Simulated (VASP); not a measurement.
# Ti in VASP: relaxation of the atoms with PBEsol

Aim: the relaxation of the atoms of Ti with PBEsol.

Program: VASP 6.6.1. These are calculated values, not measurements. Logs are shortened: lines on timing, memory, paths and dates and some standing lists are left out, and cuts for length are marked.

### Step 1. The cell of the first run

The cell holds a slab with vacuum, 12 atoms: a = 5.900 Å, b = 5.900 Å, c = 15.685 Å, α = 90.00°, β = 90.00°, γ = 60.00°.

### Step 2. Relaxation of the atoms, PBEsol

Contents of INCAR:

```
ALGO     = Normal         # electronic algorithm
EDIFF    = 1E-6           # SCF threshold, eV
EDIFFG   = -0.08          # ionic threshold
ENCUT    = 520            # plane-wave cutoff, eV
GGA      = PS             # functional
IBRION   = 2              # ionic algorithm
ISIF     = 2              # what is computed and relaxed
ISMEAR   = -1             # smearing method
LASPH    = True           # aspherical terms in the spheres
LCHARG   = False          # write CHGCAR
LREAL    = False          # projectors in reciprocal space
LWAVE    = False          # write WAVECAR
NELM     = 100            # most SCF steps
NSW      = 45             # ionic steps
PREC     = Accurate       # precision mode
SIGMA    = 0.1            # smearing width, eV
```

Contents of KPOINTS:

```
k-points
0
Gamma
  2 2 1
```

Contents of POSCAR:

```
Ti
1.0
    5.9000000000      0.0000000000      0.0000000000
    2.9500000000      5.1095500000      0.0000000000
    0.0000000000      0.0000000000     15.6846000000
Ti
12
Selective dynamics
Direct
    0.0000000000      0.0000000000      0.0637568000  F F F
    0.5000000000      0.0000000000      0.0637568000  F F F
    0.0000000000      0.5000000000      0.0637568000  F F F
    0.5000000000      0.5000000000      0.0637568000  F F F
   -0.1666667000      0.3333333000      0.2130944000  T T T
    0.3333333000      0.3333333000      0.2130944000  T T T
   -0.1666667000      0.8333333000      0.2130944000  T T T
    0.3333333000      0.8333333000      0.2130944000  T T T
    0.0000000000      0.0000000000      0.3624319000  T T T
    0.5000000000      0.0000000000      0.3624319000  T T T
    0.0000000000      0.5000000000      0.3624319000  T T T
    0.5000000000      0.5000000000      0.3624319000  T T T
```

Potentials or basis: VASP PAW PBE potentials, release 64 (Ti_sv).

Run with:

```
> cat potpaw_PBE.64/Ti_sv/POTCAR > POTCAR
> mpirun -np 1 vasp_std > vasp.out
```

OUTCAR:

```text
EDIFF = 1E-6
   EDIFFG = -0.08
   ENCUT = 520
   GGA = PS
   IBRION = 2
   ISIF = 2
   ISMEAR = -1
   LASPH = True
   LREAL = False
   NELM = 100
   NSW = 45
   PREC = Accurate

 ion  position               nearest neighbor table
   1  0.000  0.000  0.064-   8 2.90   5 2.90   7 2.90
   2  0.500  0.000  0.064-   7 2.90   6 2.90   8 2.90
   3  0.000  0.500  0.064-   6 2.90   7 2.90   5 2.90
   4  0.500  0.500  0.064-   5 2.90   8 2.90   6 2.90
   5  0.833  0.333  0.213-  12 2.90   9 2.90  11 2.90   4 2.90   1 2.90   3 2.90
   6  0.333  0.333  0.213-  11 2.90  10 2.90  12 2.90   3 2.90   2 2.90   4 2.90
   7  0.833  0.833  0.213-  10 2.90  11 2.90   9 2.90   2 2.90   3 2.90   1 2.90
   8  0.333  0.833  0.213-   9 2.90  12 2.90  10 2.90   1 2.90   4 2.90   2 2.90
   9  0.000  0.000  0.362-   8 2.90   5 2.90   7 2.90
  10  0.500  0.000  0.362-   7 2.90   6 2.90   8 2.90
  11  0.000  0.500  0.362-   6 2.90   7 2.90   5 2.90
  12  0.500  0.500  0.362-   5 2.90   8 2.90   6 2.90
[... 7 lines left out ...]
 A1 = (  -2.9500000000,  -5.1095500000,   0.0000000000)
 A2 = (   5.9000000000,   0.0000000000,   0.0000000000)
 A3 = (   0.0000000000,   0.0000000000,  15.6846000000)

Analysis of symmetry for initial positions (statically):
=====================================================================
 Subroutine PRICEL returns following result:

  LATTYP: Found a hexagonal cell.
 ALAT       =     2.9500000510
 C/A-ratio  =     5.3168134675
[... 12 lines left out ...]
 Subroutine GETGRP returns: Found 12 space group operations
 (whereof  6 operations were pure point group operations)
 out of a pool of 24 trial point group operations.

The static configuration has the point symmetry C_3v.
 The point group associated with its full space group is D_3h.

Analysis of symmetry for dynamics (positions and initial velocities):
=====================================================================
 Subroutine PRICEL returns following result:

  LATTYP: Found a hexagonal cell.
 ALAT       =     2.9500000510
 C/A-ratio  =     5.3168134675
[... 12 lines left out ...]
 Subroutine GETGRP returns: Found 12 space group operations
 (whereof  6 operations were pure point group operations)
 out of a pool of 24 trial point group operations.

The dynamic configuration has the point symmetry C_3v.
 The point group associated with its full space group is D_3h.

Analysis of constrained symmetry for selective dynamics:
=====================================================================
 Subroutine PRICEL returns following result:

  LATTYP: Found a hexagonal cell.
 ALAT       =     2.9500000510
 C/A-ratio  =     5.3168134675
[... 12 lines left out ...]
 Subroutine GETGRP returns: Found  6 space group operations
 (whereof  6 operations were pure point group operations)
[... 101 lines left out ...]
     AMIX_MAG =   1.60;   BMIX_MAG =  1.00
  volume/ion in A,a.u.               =      39.40       265.90
  Fermi-wavevector in a.u.,A,eV,Ry     =   1.101437  2.081414 16.506088  1.213163
  Thomas-Fermi vector in A             =   2.237864
   LORBIT       =      0    0 simple, 1 ext, 2 COOP (PROOUT), +10 PAW based schemes
   GGA     = PS    functional components
   LHFCALC =     F    Hartree Fock is set to
   AEXX    =    0.0000 exact exchange contribution
   IVDW    =     0    specifies the selected vdW correction
   LEPSILON=     F    determine dielectric tensor
   LRPA    =     F    only Hartree local field effects (RPA)
 conjugate gradient relaxation of ions
 non-spin polarized calculation
  energy-cutoff  :      520.00
  volume of cell :      472.83
 maximum number of plane-waves:     12742
 NGX is ok and might be reduce to    48
   NGX = 21   NGY = 21   NGZ = 59

--------------------------------------- Ionic step        1  -------------------------------------------

 number of electron     143.9999993 magnetization

 Free energy of the ion-electron system (eV)
  ---------------------------------------------------
  ext. energy  EPLUGINS =         0.00000000
  ---------------------------------------------------
  free energy    TOTEN  =       -91.70334933 eV

  energy without entropy =      -90.74398555  energy(sigma->0) =      -91.22366744

------------------------ aborting loop because EDIFF is reached ----------------------------------------

  FORCE on cell =-STRESS in cart. coord.  units (eV):
  Direction    XX          YY          ZZ          XY          YZ          ZX
  --------------------------------------------------------------------------------------
  -------------------------------------------------------------------------------------
  Total      -11.5417352    -11.5417357    -13.9215735      0.0000000     -0.0000000     -0.0000000
  in kB      -39.1087177    -39.1087195    -47.1727064      0.0000000     -0.0000000     -0.0000000
  external PRESSURE =     -41.7967145 kB  Pullay stress =       0.0000000 kB
[... 309 lines left out ...]
--------------------------------------- Ionic step        8  -------------------------------------------

 number of electron     143.9999989 magnetization

 Free energy of the ion-electron system (eV)
  ---------------------------------------------------
  ext. energy  EPLUGINS =         0.00000000
  ---------------------------------------------------
  free energy    TOTEN  =       -92.27992576 eV

  energy without entropy =      -91.44285978  energy(sigma->0) =      -91.86139277

 E-fermi :   1.2880     XC(G=0):  -6.2719

 val. band max:        1.2297692709   @ k =   0.0000   0.0000   0.0000
 cond. band min:       1.3007732211   @ k =   0.0000   0.0000   0.0000
 fundamental gap:      0.0710039501
 Fermi energy:         1.2879585614

 k-point     1 :       0.0000    0.0000    0.0000
  band No.  band energies     occupation
      1     -55.3105      2.00000
      2     -55.2909      2.00000
      3     -55.2257      2.00000
      4     -55.2257      2.00000
      5     -55.2257      2.00000
      6     -55.2206      2.00000
[... 76 lines left out ...]
     83       2.4539      0.00002
     84       2.5021      0.00001

 k-point     2 :       0.5000   -0.0000    0.0000
  band No.  band energies     occupation
      1     -55.2681      2.00000
      2     -55.2681      2.00000
      3     -55.2563      2.00000
      4     -55.2563      2.00000
      5     -55.2258      2.00000
      6     -55.2258      2.00000
[... 76 lines left out ...]
     83       2.0692      0.00081
     84       2.0692      0.00081
 [bands above 84 left out]

------------------------ aborting loop because EDIFF is reached ----------------------------------------

  FORCE on cell =-STRESS in cart. coord.  units (eV):
  Direction    XX          YY          ZZ          XY          YZ          ZX
  --------------------------------------------------------------------------------------
  -------------------------------------------------------------------------------------
  Total       -6.4940903     -6.4940906      0.0884710     -0.0000000     -0.0000000     -0.0000000
  in kB      -22.0049705    -22.0049715      0.2997806     -0.0000000     -0.0000000     -0.0000000
  external PRESSURE =     -14.5700538 kB  Pullay stress =       0.0000000 kB
[... 27 lines left out ...]
  FREE ENERGIE OF THE ION-ELECTRON SYSTEM (eV)
  ---------------------------------------------------
  free  energy   TOTEN  =       -92.2799257570 eV

  energy  without entropy=      -91.4428597782  energy(sigma->0) =      -91.86139277

 reached required accuracy - stopping structural energy minimisation
```

CONTCAR:

```text
Ti
   1.00000000000000
     5.9000000000000004    0.0000000000000000    0.0000000000000000
     2.9500000000000002    5.1095499999999996    0.0000000000000000
     0.0000000000000000    0.0000000000000000   15.6845999999999997
  Ti
    12
Selective dynamics
Direct
     0.0000000000000000    0.0000000000000000    0.0637568000000002   F   F   F
     0.5000000000000000    0.0000000000000000    0.0637568000000002   F   F   F
     0.0000000000000000    0.5000000000000000    0.0637568000000002   F   F   F
     0.5000000000000000    0.5000000000000000    0.0637568000000002   F   F   F
     0.8333332999999996    0.3333332999999996    0.2012839030732481   T   T   T
     0.3333332999999996    0.3333332999999996    0.2012839030732481   T   T   T
     0.8333332999999996    0.8333332999999996    0.2012839030732481   T   T   T
     0.3333332999999996    0.8333332999999996    0.2012839030732481   T   T   T
     1.0000000000000000    0.0000000000000000    0.3394208145724263   T   T   T
     0.5000000000000000    0.0000000000000000    0.3394208145724263   T   T   T
     1.0000000000000000    0.5000000000000000    0.3394208145724263   T   T   T
     0.5000000000000000    0.5000000000000000    0.3394208145724263   T   T   T

  0.00000000E+00  0.00000000E+00  0.00000000E+00
  0.00000000E+00  0.00000000E+00  0.00000000E+00
  0.00000000E+00  0.00000000E+00  0.00000000E+00
  0.00000000E+00  0.00000000E+00  0.00000000E+00
  0.00000000E+00  0.00000000E+00  0.00000000E+00
  0.00000000E+00  0.00000000E+00  0.00000000E+00
  0.00000000E+00  0.00000000E+00  0.00000000E+00
  0.00000000E+00  0.00000000E+00  0.00000000E+00
  0.00000000E+00  0.00000000E+00  0.00000000E+00
  0.00000000E+00  0.00000000E+00  0.00000000E+00
  0.00000000E+00  0.00000000E+00  0.00000000E+00
  0.00000000E+00  0.00000000E+00  0.00000000E+00
```

Run time: 20 min. Hardware: 1 thread of Oxide Virtual Turin-like, shared host; peak memory 0.6 GiB.

Results:

| Item | Value |
| --- | --- |
| Free energy | -92.2799 eV |
| Energy gained by relaxing | 48.0 meV/atom |
| Ionic steps | 8 |
| Band gap on the k mesh | zero (bands 72 and 73 overlap by 0.74 eV) |

The path:
```tsv
step	energy change (eV)	largest force on free atoms (eV/Å)	pressure (GPa)
1	0.0000	0.7355	-4.18
2	-0.0985	0.6489	-3.94
3	-0.3049	0.3335	-3.14
4	-0.0934	1.3826	-1.03
5	-0.3434	0.5195	-2.70
6	-0.4409	0.3862	-2.50
7	-0.5662	0.1516	-1.79
8	-0.5766	0.0365	-1.46
```

Final structure:
```
Ti
1.0
     5.90000    0.00000    0.00000
     2.95000    5.10955    0.00000
     0.00000    0.00000   15.68460
Ti
12
Direct
  0.00000 0.00000 0.06376
  0.50000 0.00000 0.06376
  0.00000 0.50000 0.06376
  0.50000 0.50000 0.06376
  0.83333 0.33333 0.20128
  0.33333 0.33333 0.20128
  0.83333 0.83333 0.20128
  0.33333 0.83333 0.20128
  0.00000 0.00000 0.33942
  0.50000 0.00000 0.33942
  0.00000 0.50000 0.33942
  0.50000 0.50000 0.33942
```

Levels at points of the mesh, in eV from the Fermi level:
```csv
k point,band 66,band 67,band 68,band 69,band 70,band 71,band 72,band 73,band 74,band 75
"(0.00, 0.00, 0.00)",-0.94,-0.06,0.01,0.18,0.18,0.18,0.67,0.67,0.67,0.70
"(0.50, 0.00, 0.00)",-0.54,-0.48,-0.48,-0.28,-0.28,-0.12,-0.12,-0.08,-0.08,0.09
```

Caveat: the k points lie up to 0.61 Å⁻¹ apart, too coarse for converged energies and pressures of a metal; there is no dipole correction, which matters where the two faces differ; the PAW data sets were made with another functional, which shifts forces and pressure a little.

The gap in the log of VASP goes by the Fermi energy; the results here count the filled bands.